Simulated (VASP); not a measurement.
## KBr: single point with PBE

The system is KBr.

```
K Br
1.0
     0.00000    3.29250    3.24311
     3.29250    0.00000    3.24311
     3.29250    3.29250    0.00000
K Br
1 1
Cartesian
  0.0000 0.0000 0.0000
  3.2925 3.2925 3.2431
```

This cell differs from its parent crystal: strain +0.000 along x and y, -0.015 along z.

- Program: VASP 6.6.1
- Task: single point
- Functional: PBE
- Potentials or basis: VASP PAW PBE potentials, release 64 (K_sv, Br)
- Cutoff: 520 eV
- k mesh: 6 × 6 × 6
- Occupations: gaussian, width 0.05 eV
- Spin: no spin polarisation
- Dipole correction: no
- Further INCAR settings: ALGO = Normal; EDIFF = 1e-07; NBANDS = 15

- Pressure: 1.2 GPa
- Band gap on the k mesh: 4.49 eV, direct

Stress tensor (GPa, compression positive):
```
0.97 0.00 0.00
0.00 0.97 0.00
0.00 0.00 1.55
```

Levels at points of the mesh, in eV from the valence-band top:
| k point | band 4 | band 5 | band 6 | band 7 | band 8 | band 9 | band 10 | band 11 | band 12 | band 13 |
| --- | --- | --- | --- | --- | --- | --- | --- | --- | --- | --- |
| (0.00, 0.00, 0.00) | -11.22 | -11.22 | -0.01 | -0.01 | 0.00 | 4.49 | 7.57 | 7.57 | 7.67 | 8.40 |
| (0.50, 0.00, 0.00) | -11.22 | -10.96 | -1.23 | -0.36 | -0.36 | 6.63 | 8.31 | 9.81 | 9.82 | 10.07 |
| (0.50, 0.50, 0.00) | -11.26 | -11.26 | -0.83 | -0.31 | -0.31 | 5.82 | 7.29 | 9.42 | 9.68 | 9.75 |
| (0.50, 0.00, 0.50) | -11.26 | -11.26 | -0.85 | -0.29 | -0.29 | 5.84 | 7.27 | 9.39 | 9.60 | 9.75 |

Run time: 18 s on 1 thread of AMD EPYC 9R45 96-Core Processor (Zen 5), with other jobs on the host, peak memory 0.18 GiB.

Caveat: the cell differs from its parent crystal (strain +0.000 along x and y, -0.015 along z).
